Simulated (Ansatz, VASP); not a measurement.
# One calculation of In2O3, two programs

```xyz
10
Lattice="2.7562 1.5913 4.8457 -2.7562 1.5913 4.8457 0.0000 -3.1826 4.8457" Properties=species:S:1:pos:R:3 pbc="T T T"
In    0.0000    0.0000    9.3409
In    0.0000    0.0000   12.4648
In    0.0000    0.0000    5.1962
In    0.0000    0.0000    2.0723
O    -1.9408   -0.1789    6.0571
O     0.8154    1.7702    6.0571
O     1.1253   -1.5913    6.0571
O     1.9408    0.1789    8.4800
O    -1.1253    1.5913    8.4800
O    -0.8154   -1.7702    8.4800
```

Alike in both runs: functional PBEsol; k mesh 6 × 6 × 6; occupations gaussian, width 0.02 eV; no spin polarisation.

Ansatz relaxed the structure, and its values are those at the end. VASP's run is a single point on that final structure, the one shown.

|  | VASP | Ansatz |
| --- | --- | --- |
| version | VASP 6.6.1 | Ansatz 0.2.0 |
| potentials or method | VASP PAW PBE potentials, release 64 (In_d, O), cutoff 520 eV | scalar-relativistic, plane waves, PAW |
| valence electrons in the cell | 88 | 88 |

Ansatz gave:

| Item | Value |
| --- | --- |
| gap on the k mesh at the Fermi level (eV) | 1.12 |
| least direct gap on the mesh (eV) | 1.17 |
| pressure (GPa) | 0.0 |

Q: Which values does VASP return?

A: gap on the k mesh at the Fermi level (eV): 1.11; least direct gap on the mesh (eV): 1.16; pressure (GPa): 0.5.

VASP's potentials were made for PBE, not for PBEsol.
